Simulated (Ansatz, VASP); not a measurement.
## InSb: VASP beside Ansatz

INCAR

```
ALGO = Normal
EDIFF = 1E-6
ENCUT = 520
GGA = PE
ISIF = 2
ISMEAR = 0
LASPH = True
LCHARG = False
LREAL = False
LWAVE = False
NBANDS = 16
NELM = 60
PREC = Accurate
SIGMA = 0.15
```

KPOINTS

```
k-points
0
Gamma
  14 14 14
```

The input POSCAR:

```
InSb
1.0
    0.0000000000      3.0812254711      2.8997412909
    3.0812254711      0.0000000000      2.8997412909
    3.0812254711      3.0812254711      0.0000000000
In Sb
1 1
Direct
    0.0000000000      0.0000000000      0.0000000000
    0.5000000000      0.5000000000      0.5000000000
```

Input for Ansatz:

```yaml
crystal:
  lattice:
    - [0.0, 3.0812254711, 2.8997412909]
    - [3.0812254711, 0.0, 2.8997412909]
    - [3.0812254711, 3.0812254711, 0.0]
  atoms:
    - { symbol: In, position: [0.0, 0.0, 0.0] }
    - { symbol: Sb, position: [0.5, 0.5, 0.5] }
basis:
  ecutwfc: 420
kpoints:
  mp_grid: { grid: [14, 14, 14] }
hamiltonian:
  xc: pbe
  pseudopotentials: { kind: paw, azcp: { folder: soft_1 } }
scf:
  occupations: { method: gaussian, width: 0.15 }
output:
  forces: true
  stress: true
  eigenvalues: true
```

Alike in both runs: task single point; functional PBE; k mesh 14 × 14 × 14; occupations gaussian, width 0.15 eV; no spin polarisation.

```csv
,VASP,Ansatz
version,VASP 6.6.1,Ansatz 0.2.0
potentials or method,"VASP PAW PBE potentials, release 64 (In_d, Sb), cutoff 520 eV","scalar-relativistic, plane waves, PAW"
valence electrons in the cell,18,28
```

Ansatz gave:

| Quantity | Value |
| --- | --- |
| gap on the k mesh at the Fermi level (eV) | none |
| pressure (GPa) | 3.4 |
| traceless stress, the component that is largest in VASP (GPa) | 4.69 |

Task: What did VASP give for the same quantities?

Result: gap on the k mesh at the Fermi level (eV): none; pressure (GPa): 3.4; traceless stress, the component that is largest in VASP (GPa): 4.68.

A gap of «none» marks a metal or a gap that the smearing closes. The functional is the same, so the differences come from potentials, cutoffs and numerics. VASP's potentials hold 18 valence electrons a cell and Ansatz's 28, so a difference there can come from the potentials and not from the codes.

Spin-orbit coupling is off throughout.
